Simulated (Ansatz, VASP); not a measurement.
# One calculation of Zr, two programs

```xyz
2
Lattice="3.1488 0.0000 0.0000 -1.5744 2.7270 0.0000 0.0000 0.0000 5.0741" Properties=species:S:1:pos:R:3 pbc="T T T"
Zr    0.0000    1.8180    1.2685
Zr    1.5744    0.9090    3.8055
```

Alike in both runs: functional LDA; k mesh 18 × 18 × 10; occupations methfessel-paxton of order 1, width 0.1 eV; no spin polarisation.

Ansatz relaxed the structure, and its values are those at the end. VASP's run is a single point on that final structure, the one shown.

|  | VASP | Ansatz |
| --- | --- | --- |
| version | VASP 6.6.1 | Ansatz 0.2.0 |
| potentials or method | VASP PAW LDA potentials, release 64 (Zr_sv) | scalar-relativistic, plane waves, PAW |
| plane-wave cutoff (eV) | 520 | 420 |
| valence electrons in the cell | 24 | 24 |

```csv
,VASP,Ansatz,Ansatz less VASP
gap on the k mesh at the Fermi level (eV),none,none,-
pressure (GPa),0.1,0.0,-0.08
```

LDA's correlation is that of Perdew and Zunger in VASP and of Perdew and Wang (1992) in Ansatz. A gap of «none» marks a metal or a gap that the smearing closes.
